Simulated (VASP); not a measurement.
Set up this calculation in VASP 6.6.1, as the native input.

| Quantity | Value |
| --- | --- |
| Task | single point |
| Functional | PBE |
| Potentials or basis | VASP PAW PBE potentials, release 64 (Ag) |
| Cutoff | 520 eV |
| k mesh | 3 × 3 × 1 |
| Occupations | gaussian, width 0.1 eV |
| Spin | no spin polarisation |
| Dipole correction | no |
| Further INCAR settings | ALGO = Normal; EDIFF = 1e-06; NBANDS = 18 |

The structure of Ag lies in POSCAR:

```
Ag
1.0
    2.9222991408      0.0000000000      0.0000000000
   -1.4611495704      2.5307852934      0.0000000000
    0.0000000000      0.0000000000      4.7016618100
Ag
2
Direct
    0.3333333333      0.6666666667      0.2500000000
    0.6666666667      0.3333333333      0.7500000000
```

One way to write it, as run:

INCAR

```
PREC     = Accurate       # precision mode
ENCUT    = 520            # plane-wave cutoff, eV
EDIFF    = 1E-6           # SCF threshold, eV
ISMEAR   = 0              # smearing method
SIGMA    = 0.1            # smearing width, eV
LREAL    = False          # projectors in reciprocal space
LASPH    = True           # aspherical terms in the spheres
NELM     = 60             # most SCF steps
ALGO     = Normal         # electronic algorithm
ISIF     = 2              # what is computed and relaxed
LWAVE    = False          # write WAVECAR
LCHARG   = False          # write CHGCAR
GGA      = PE             # functional
NBANDS   = 18             # bands
```

KPOINTS

```
Automatic mesh
0
Gamma
  3 3 1
```

Potentials or basis: VASP PAW PBE potentials, release 64 (Ag).

Launch:

```console
$ cat potpaw_PBE.64/Ag/POTCAR > POTCAR
$ mpirun -np 1 vasp_std > vasp.out
```

It gave:

```yaml
Pressure: 1.4 GPa
Band_gap_on_the_k_mesh: zero (band 11 reaches 11.14 eV, above the bottom of band 12 at 7.90 eV)
```

Caveat: the k points lie up to 1.34 Å⁻¹ apart.

Wall time 3.1 s on 1 thread of Intel(R) Xeon(R) Platinum 8488C (Sapphire Rapids) (shared host), peak memory 0.14 GiB.
